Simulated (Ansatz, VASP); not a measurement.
**HCl: VASP beside Ansatz**

The input INCAR:

```
ALGO = Normal
EDIFF = 1E-6
ENCUT = 520
GGA = PS
ISIF = 2
ISMEAR = 0
LASPH = T
LCHARG = T
LELF = T
LREAL = F
LVHAR = T
LWAVE = F
NBANDS = 11
NELM = 100
PREC = Accurate
SIGMA = 0.15
```

Contents of KPOINTS:

```
k-points
0
Gamma
  16 16 16
```

POSCAR

```
HCl
1.0
    0.0000000000      2.6690625000      2.6690625000
    2.6690625000      0.0000000000      2.6690625000
    2.6690625000      2.6690625000      0.0000000000
H Cl
1 1
Direct
    0.0000000000      0.0000000000      0.0000000000
    0.5000000000      0.5000000000      0.5000000000
```

Input for Ansatz:

```yaml
crystal:
  lattice:
    - [0.0, 2.6690625, 2.6690625]
    - [2.6690625, 0.0, 2.6690625]
    - [2.6690625, 2.6690625, 0.0]
  atoms:
    - { symbol: H, position: [0.0, 0.0, 0.0] }
    - { symbol: Cl, position: [0.5, 0.5, 0.5] }
basis:
  ecutwfc: 420
kpoints:
  mp_grid: { grid: [16, 16, 16] }
hamiltonian:
  xc: pbesol
scf:
  occupations: { method: gaussian, width: 0.15 }
output:
  forces: true
  stress: true
  eigenvalues: true
```

Change from the starting cell: strain -0.025 along x and y, -0.025 along z, atoms carried along.

Alike in both runs: task single point; functional PBEsol; k mesh 16 × 16 × 16; occupations gaussian, width 0.15 eV; no spin polarisation.

|  | VASP | Ansatz |
| --- | --- | --- |
| version | VASP 6.6.1 | Ansatz 0.2.0 |
| potentials or method | VASP PAW PBE potentials, release 64 (H, Cl), cutoff 520 eV | scalar-relativistic, plane waves, PAW |
| valence electrons in the cell | 8 | 8 |

|  | VASP | Ansatz | Ansatz less VASP |
| --- | --- | --- | --- |
| gap on the k mesh at the Fermi level (eV) | none | none | - |
| pressure (GPa) | -10.9 | -10.8 | +0.06 |

VASP's potentials were made for PBE, not for PBEsol. A gap of «none» marks a metal or a gap that the smearing closes.
